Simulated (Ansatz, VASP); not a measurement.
**One calculation of AlN, two programs**

File INCAR:

```
SYSTEM = AlN
PREC = Accurate
ENCUT = 520
EDIFF = 1E-6
ISMEAR = 0
SIGMA = 0.02
LREAL = .FALSE.
LASPH = .TRUE.
NELM = 100
ALGO = Normal
ISIF = 2
LWAVE = .FALSE.
LCHARG = .FALSE.
GGA = PS
NBANDS = 16
```

Contents of KPOINTS:

```
regular mesh
0
G
  9 9 4
  0 0 0
```

Contents of POSCAR:

```
AlN
1.0
    3.1137807607      0.0000000000      0.0000000000
   -1.5568903803      2.6966132406      0.0000000000
    0.0000000000      0.0000000000      4.9836450382
Al N
2 2
Direct
    0.6666666667      0.3333333333      0.4990218941
    0.3333333333      0.6666666667      0.9990218941
    0.6666666667      0.3333333333      0.8809781059
    0.3333333333      0.6666666667      0.3809781059
```

Input for Ansatz:

```yaml
crystal:
  lattice:
    - [3.1137807607, 0.0, 0.0]
    - [-1.5568903803, 2.6966132406, 0.0]
    - [0.0, 0.0, 4.9836450382]
  atoms:
    - { symbol: Al, position: [0.6666666667, 0.3333333333, 0.4990218941] }
    - { symbol: Al, position: [0.3333333333, 0.6666666667, 0.9990218941] }
    - { symbol: "N", position: [0.6666666667, 0.3333333333, 0.8809781059] }
    - { symbol: "N", position: [0.3333333333, 0.6666666667, 0.3809781059] }
basis:
  ecutwfc: 420
  xc_grid: 2
kpoints:
  mp_grid: { grid: [9, 9, 4] }
  band_path: { path: [VBM, CBM], npoints: 2 }
hamiltonian:
  xc: pbesol
scf:
  occupations: { method: gaussian, width: 0.02 }
output:
  forces: true
  stress: true
  eigenvalues: true
```

Alike in both runs: task single point; functional PBEsol; k mesh 9 × 9 × 4; occupations gaussian, width 0.02 eV; no spin polarisation.

```csv
,VASP,Ansatz
version,VASP 6.6.1,Ansatz 0.2.0
potentials or method,"VASP PAW PBE potentials, release 64 (Al, N), cutoff 520 eV","scalar-relativistic, plane waves, PAW"
valence electrons in the cell,16,16
```

```tsv
	VASP	Ansatz	Ansatz less VASP
gap on the k mesh at the Fermi level (eV)	4.11	4.09	-0.017
least direct gap on the mesh (eV)	4.11	4.09	-0.017
pressure (GPa)	0.0	0.0	+0.01
```

VASP's potentials were made for PBE, not for PBEsol. With one functional, cell and mesh, what is left measures potentials, basis and numerics.
